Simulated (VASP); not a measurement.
A run of VASP 6.6.1 is set up as follows.

INCAR

```
ALGO = Normal
EDIFF = 1E-6
ENCUT = 520
GGA = PE
ISIF = 2
ISMEAR = -1
LASPH = T
LCHARG = F
LREAL = F
LWAVE = F
NBANDS = 9
NELM = 60
PREC = Accurate
SIGMA = 0.08
```

File KPOINTS:

```
k-points
0
Gamma
  20 20 20
```

POSCAR

```
Be
1.0
    0.0000000000      1.6124987331      1.6124987331
    1.6124987331      0.0000000000      1.6124987331
    1.6124987331      1.6124987331      0.0000000000
Be
2
Direct
   -0.1250000000     -0.1250000000     -0.1250000000
    0.1250000000      0.1250000000      0.1250000000
```

Potentials or basis: VASP PAW PBE potentials, release 64 (Be).

Launch:

```sh
$ cat potpaw_PBE.64/Be/POTCAR > POTCAR
$ mpirun -np 1 vasp_std > vasp.out
```

(1) Predict the band gap on the k mesh.

(2) What does it give for the pressure?

Answers

(1) zero (bands 2 and 3 overlap by 11.63 eV).

(2) 423.9 GPa.

Caveat: the cell stands under pressure.
